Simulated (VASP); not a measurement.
Write the native input for VASP 6.6.1 that does the following.

| Property | Result |
| --- | --- |
| Task | single point |
| Functional | PBE |
| Potentials or basis | VASP PAW PBE potentials, release 64 (Re) |
| Cutoff | 600 eV |
| k mesh | 8 × 8 × 8 |
| Occupations | gaussian, width 0.1 eV |
| Spin | no spin polarisation |
| Dipole correction | no |
| Further INCAR settings | ALGO = Normal; EDIFF = 1e-06; NBANDS = 14 |

The structure of Re lies in POSCAR:

```
Re
1.0
   -2.4064138552      2.4064138552      1.3127431791
    2.4064138552     -2.4064138552      1.3127431791
    2.4064138552      2.4064138552     -1.3127431791
Re
2
Direct
    0.0000000000      0.0000000000      0.0000000000
    0.7500000000      0.2500000000      0.5000000000
```

The input as run:

INCAR

```
SYSTEM = Re
ALGO = Normal
EDIFF = 1E-6
ENCUT = 600
GGA = PE
GGA_COMPAT = .FALSE.
ISIF = 2
ISMEAR = 0
LASPH = .TRUE.
LCHARG = .FALSE.
LREAL = .FALSE.
LWAVE = .FALSE.
NBANDS = 14
NELM = 120
PREC = Accurate
SIGMA = 0.1
```

KPOINTS

```
k-points
0
G
  8 8 8
  0 0 0
```

Potentials or basis: VASP PAW PBE potentials, release 64 (Re).

Launch:

```sh
$ cat potpaw_PBE.64/Re/POTCAR > POTCAR
$ mpirun -np 1 vasp_std > vasp.out
```

Results of the run:

```json
{
 "Pressure": "27.3 GPa",
 "Band gap on the k mesh": "zero (bands 7 and 8 overlap by 2.20 eV)"
}
```

Caveat: the stress differs along the axes, from 15 to 34 GPa; spin-orbit coupling is left out, which moves the levels of the heavy elements.

Run time: 35 s on 1 thread of Intel Xeon 8259CL, with other jobs on the host, peak memory 0.19 GiB.
